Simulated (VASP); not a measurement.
The system is Hf3S5.

```xyz
8
Lattice="0.0000 4.6409 4.6409 4.6409 0.0000 4.6409 4.6409 4.6409 0.0000" Properties=species:S:1:pos:R:3 pbc="T T T"
Hf    4.6409    4.6409    4.6409
Hf    2.3205    2.3205    2.3205
Hf    0.0000    0.0000    0.0000
S     5.8520    5.8520    5.8520
S     3.4298    3.4298    5.8520
S     3.4298    5.8520    3.4298
S     5.8520    3.4298    3.4298
S     6.9614    6.9614    6.9614
```

The cell was generated, and may not be a known phase.

| Property | Result |
| --- | --- |
| Program | VASP 6.6.1 |
| Task | relaxation of cell and atoms |
| Functional | PBE |
| Potentials or basis | VASP PAW PBE potentials, release 64 (Hf_pv, S) |
| Cutoff | 600 eV |
| k mesh | 3 × 3 × 3 |
| Occupations | gaussian, width 0.2 eV |
| Spin | no spin polarisation |

At the start: pressure 17.9 GPa; volume 24.99 Å³/atom.

Problem. How do energy, volume and symmetry change on relaxing?

Solution. Over 6 steps the energy falls by 456.9 meV/atom and the volume is 35.42 Å³/atom (+41.8 %); space group F-43m (No. 216, to 0.1 Å) before and after.

The path:
```csv
step,energy change (eV),largest force (eV/Å),pressure (GPa),volume (Å³)
1,0.0000,2.1799,17.86,199.91
2,-2.5777,3.1097,-1.55,291.84
3,-2.9300,2.5722,2.03,259.92
4,-3.6400,0.3967,-0.48,287.48
5,-3.6430,0.2768,-0.59,289.41
6,-3.6555,0.0689,0.17,283.38
```

Final structure:
```
CELL_PARAMETERS angstrom
0.00000 5.21332 5.21332
5.21332 0.00000 5.21332
5.21332 5.21332 0.00000
ATOMIC_POSITIONS crystal
Hf 0.50000 0.50000 0.50000
Hf 0.25000 0.25000 0.25000
Hf 0.00000 0.00000 0.00000
S 0.62832 0.62832 0.62832
S 0.62832 0.62832 0.11504
S 0.62832 0.11504 0.62832
S 0.11504 0.62832 0.62832
S 0.75000 0.75000 0.75000
```

Caveat: the k points lie up to 0.35 Å⁻¹ apart in the final cell; the volume moved by over 15 % at a fixed basis, so the end points are rough; the relaxation stopped at a loose force limit of 0.08 eV/Å, so its end isn't a converged minimum.
